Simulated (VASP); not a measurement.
AlNi: elastic constants with LDA

AlNi:

```xyz
2
Lattice="2.8225 0.0000 0.0000 0.0000 2.8225 0.0000 0.0000 0.0000 2.8225" Properties=species:S:1:pos:R:3 pbc="T T T"
Al    0.0000    0.0000    0.0000
Ni    1.4112    1.4112    1.4112
```

| Item | Value |
| --- | --- |
| Program | VASP 6.6.1 |
| Task | elastic constants |
| Functional | LDA |
| Potentials or basis | VASP PAW LDA potentials, release 64 (Al, Ni) |
| Cutoff | 600 eV |
| k mesh | 16 × 16 × 16 |
| Occupations | fermi-dirac, width 0.05 eV |
| Spin | no spin polarisation |
| Dipole correction | no |
| Ions in elastic constants | relaxed |
| Further INCAR settings | ALGO = Normal; EDIFF = 1e-08; IBRION = 6; POTIM = 0.015; NSW = 1; ISIF = 3 |

The elastic constants C11, C12, C44 are 263, 158, 136 GPa. The voigt bulk modulus is 193 GPa and the highest phonon frequency at Γ, LO-TO splitting left out is 316 cm⁻¹.

Phonon frequencies in cm⁻¹ (negative: imaginary):
```
              q point        frequencies
(0.000, 0.000, 0.000)  0 0 0 316 316 316
```

Elastic tensor in Voigt notation (GPa, in the Cartesian axes of the cell as first typed):
```
263 158 158   0   0   0
158 263 158   0   0   0
158 158 263   0   0   0
  0   0   0 136   0   0
  0   0   0   0 136   0
  0   0   0   0   0 136
```

Clamped-ion elastic tensor (GPa):
```
263 158 158   0   0   0
158 263 158   0   0   0
158 158 263   0   0   0
  0   0   0 136   0   0
  0   0   0   0 136   0
  0   0   0   0   0 136
```

It took 7.9 min on 1 thread of Intel(R) Xeon(R) 6975P-C (Granite Rapids) (shared host), peak memory 0.68 GiB.

Caveat: the cell is under stress, which shifts elastic constants. Spin polarisation is off, so any magnetic state and its effect on volume and gap are missing.
